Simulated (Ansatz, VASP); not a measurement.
**One calculation of SiN2, two programs**

```
CELL_PARAMETERS angstrom
2.85300 0.00000 0.00000
-1.42650 2.47077 0.00000
0.00000 0.00000 10.07841
ATOMIC_POSITIONS crystal
Si 0.33333 0.66667 0.25000
Si 0.66667 0.33333 0.75000
N 0.33333 0.66667 0.66257
N 0.66667 0.33333 0.16257
N 0.33333 0.66667 0.83743
N 0.66667 0.33333 0.33743
```

Alike in both runs: functional PBE; k mesh 6 × 6 × 2; occupations gaussian, width 0.1 eV; collinear spin.

Ansatz relaxed the structure, and its values are those at the end. VASP's run is a single point on that final structure, the one shown.

|  | VASP | Ansatz |
| --- | --- | --- |
| version | VASP 6.6.1 | Ansatz 0.2.0 |
| potentials or method | VASP PAW PBE potentials, release 64 (Si, N), cutoff 520 eV | scalar-relativistic, plane waves, PAW |
| valence electrons in the cell | 28 | 28 |

VASP gave:

| Property | Result |
| --- | --- |
| gap on the k mesh at the Fermi level (eV) | 0.92 |
| least direct gap on the mesh (eV) | 0.92 |
| pressure (GPa) | 0.2 |
| rms of the force components (eV/Å) | 0.031 |
| net moment per atom (μB) | 0.00 |

**Question.** Estimate Ansatz's values.

**Answer.** gap on the k mesh at the Fermi level (eV): 0.93; least direct gap on the mesh (eV): 0.93; pressure (GPa): 0.1; rms of the force components (eV/Å): 0.007; net moment per atom (μB): 0.00.

Ansatz's warnings: seeded moment not kept.

The k mesh is coarse, so the values compare programs but aren't converged.
